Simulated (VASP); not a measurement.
Bi2Se3, 5 atoms in the cell. The cell holds a slab with vacuum, 5 atoms: a = 4.143 Å, b = 4.143 Å, c = 39.982 Å, α = 90.00°, β = 90.00°, γ = 120.00°.  This cell differs from its parent crystal: atoms taken out.

- Program: VASP 6.6.1
- Task: single point
- Functional: PBE
- Dispersion: D3(BJ)
- Potentials or basis: VASP PAW PBE potentials, release 64 (Se, Bi_d)
- Cutoff: 520 eV
- k mesh: 6 × 6 × 1
- Occupations: gaussian, width 0.1 eV
- Spin: no spin polarisation
- Dipole correction: yes
- Further INCAR settings: ALGO = Normal; EDIFF = 1e-06; NBANDS = 32

Potentials or basis: VASP PAW PBE potentials, release 64 (Se, Bi_d).

Launch:

```sh
$ cat potpaw_PBE.64/Se/POTCAR potpaw_PBE.64/Bi_d/POTCAR > POTCAR
$ mpirun -np 1 vasp_std > vasp.out
```

Hardware: 1 thread of Intel(R) Xeon(R) 6975P-C (Granite Rapids), with other jobs on the host.

Task: Estimate the wall time of this run.

Result: Wall time 110 s on 1 thread of Intel(R) Xeon(R) 6975P-C (Granite Rapids), with other jobs on the host, peak memory 0.66 GiB. Counts: scf iterations 20, k points 7.
